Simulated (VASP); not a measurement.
Runs of VASP 6.6.1 on Ag. The structure is that of space group Fm-3m (No. 225), or close to it. The cells are those of the table. 

```csv
task,spin,cell,k mesh for the DOS,occupations for the DOS,gap on the mesh (eV),pressure (GPa)
electric field gradients,off,"a = 2.860 Å, angles 60.0°, 1 atom",-,-,none,8.2
electric field gradients,off,"a = 2.918 Å, angles 60.0°, 1 atom",-,-,none,1.2
single point,off,"a = 2.889 Å, angles 60.0°, 1 atom",-,-,none,(a)
single point,off,"a = 2.860 Å, angles 60.0°, 1 atom",-,-,none,8.2
single point,off,"a = 2.831 Å, angles 60.0°, 1 atom",-,-,none,12.8
electric field gradients,off,"a = 2.831 Å, angles 60.0°, 1 atom",-,-,none,12.8
single point,"non-collinear, zero start, SOC","a = 2.889 Å, angles 60.0°, 1 atom",-,-,-,4.3
```

Alike in all rows: level PBE; potentials or basis VASP PAW PBE potentials, release 64 (Ag); k mesh 15 × 15 × 15; cutoff (eV) 520; smearing fermi-dirac 0.03 eV.

Q: Fill in the values left out.

A: (a) 4.4.

A k mesh can miss the band edges, and rows without SOC leave out spin-orbit coupling on Ag.

A gap of «none» marks levels without a gap at the run's occupations.
